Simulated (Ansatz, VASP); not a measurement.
## One calculation of BaTiO3, two programs

File INCAR:

```
SYSTEM = BaTiO3
PREC     = Accurate       ! precision mode
ENCUT    = 520            ! plane-wave cutoff, eV
EDIFF    = 1E-6           ! SCF threshold, eV
ISMEAR   = 0              ! smearing method
SIGMA    = 0.01           ! smearing width, eV
LREAL    = .False.        ! projectors in reciprocal space
LASPH    = .True.         ! aspherical terms in the spheres
NELM     = 100            ! most SCF steps
ALGO     = Normal         ! electronic algorithm
ISIF     = 2              ! what is computed and relaxed
LWAVE    = .False.        ! write WAVECAR
LCHARG   = .False.        ! write CHGCAR
GGA      = PE             ! functional
NBANDS   = 28             ! bands
```

The input KPOINTS:

```
regular mesh
0
Gamma
  6 6 6
  0 0 0
```

File POSCAR:

```
BaTiO3
1.0
    3.9457420220      0.0000000000      0.0000000000
    0.0000000000      3.9457420220      0.0000000000
    0.0000000000      0.0000000000      3.9636960459
Ba Ti O
1 1 3
Direct
    0.0000000000      0.0000000000      0.0000000000
    0.5000000000      0.5000000000      0.4900000000
    0.5000000000      0.5000000000      0.0190000000
    0.5000000000      0.0000000000      0.5170000000
    0.0000000000      0.5000000000      0.5170000000
```

Input for Ansatz:

```yaml
crystal:
  lattice:
    - [3.945742021962806, 0.0, 0.0]
    - [0.0, 3.945742021962806, 0.0]
    - [0.0, 0.0, 3.9636960458639314]
  atoms:
    - { symbol: Ba, position: [0.0, 0.0, 0.0] }
    - { symbol: Ti, position: [0.5, 0.5, 0.49] }
    - { symbol: O, position: [0.5, 0.5, 0.019] }
    - { symbol: O, position: [0.5, 0.0, 0.517] }
    - { symbol: O, position: [0.0, 0.5, 0.517] }
basis:
  ecutwfc: 500.0
kpoints:
  mp_grid:
    grid: [6, 6, 6]
hamiltonian:
  xc: pbe
scf:
  convergence:
    dr2_threshold: 1.0e-10
  occupations:
    method: fixed
output:
  stress: true
```

Alike in both runs: task single point; functional PBE; k mesh 6 × 6 × 6; no spin polarisation.

|  | VASP | Ansatz |
| --- | --- | --- |
| version | VASP 6.6.1 | Ansatz 0.2.0 |
| potentials or method | VASP PAW PBE potentials, release 64 (Ba_sv, Ti_sv, O), cutoff 520 eV | plane waves, PAW |
| occupations | gaussian, width 0.01 eV | fixed |
| valence electrons in the cell | 40 | 40 |

|  | VASP | Ansatz | Ansatz less VASP |
| --- | --- | --- | --- |
| pressure (GPa) | 12.2 | 10.1 | -2.07 |
| traceless stress, the component that is largest in VASP (GPa) | 0.74 | 0.70 | -0.040 |

Spin-orbit coupling is off throughout.
